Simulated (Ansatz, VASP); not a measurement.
# RbCl: VASP beside Ansatz

INCAR

```
SYSTEM = RbCl
ALGO     = Normal         ! electronic algorithm
EDIFF    = 1E-6           ! SCF threshold, eV
ENCUT    = 500            ! plane-wave cutoff, eV
GGA      = PS             ! functional
GGA_COMPAT= .FALSE.      
ISIF     = 2              ! what is computed and relaxed
ISMEAR   = -1             ! smearing method
LASPH    = .TRUE.         ! aspherical terms in the spheres
LCHARG   = .FALSE.        ! write CHGCAR
LREAL    = .FALSE.        ! projectors in reciprocal space
LWAVE    = .FALSE.        ! write WAVECAR
NBANDS   = 15             ! bands
NELM     = 120            ! most SCF steps
PREC     = Accurate       ! precision mode
SIGMA    = 0.2            ! smearing width, eV
```

Contents of KPOINTS:

```
k-points
0
G
  4 4 4
  0 0 0
```

Contents of POSCAR:

```
RbCl
1.0
    0.0000000000      3.3057264139      3.3057264139
    3.3057264139      0.0000000000      3.3057264139
    3.3057264139      3.3057264139      0.0000000000
Rb Cl
1 1
Direct
    0.0000000000      0.0000000000      0.0000000000
    0.5000000000      0.5000000000      0.5000000000
```

Input for Ansatz:

```yaml
crystal:
  lattice:
    - [0.0, 3.3057264139, 3.3057264139]
    - [3.3057264139, 0.0, 3.3057264139]
    - [3.3057264139, 3.3057264139, 0.0]
  atoms:
    - { symbol: Rb, position: [0.0, 0.0, 0.0] }
    - { symbol: Cl, position: [0.5, 0.5, 0.5] }
kpoints:
  mp_grid: { grid: [4, 4, 4] }
hamiltonian:
  xc: pbesol
scf:
  occupations: { method: fermi_dirac, width: 0.2 }
  n_extra_bands: 4
output:
  forces: true
  stress: true
  eigenvalues: true
```

Alike in both runs: task single point; functional PBEsol; k mesh 4 × 4 × 4; occupations fermi-dirac, width 0.2 eV; no spin polarisation.

|  | VASP | Ansatz |
| --- | --- | --- |
| version | VASP 6.6.1 | Ansatz 0.2.0 |
| potentials or method | VASP PAW PBE potentials, release 64 (Rb_sv, Cl) | plane waves |
| plane-wave cutoff (eV) | 500 | 420 |
| valence electrons in the cell | 16 | 16 |

|  | VASP | Ansatz | Ansatz less VASP |
| --- | --- | --- | --- |
| pressure (GPa) | -0.5 | -0.5 | -0.01 |

VASP's potentials were made for PBE, not for PBEsol. The functional is the same, so the differences come from potentials, cutoffs and numerics.
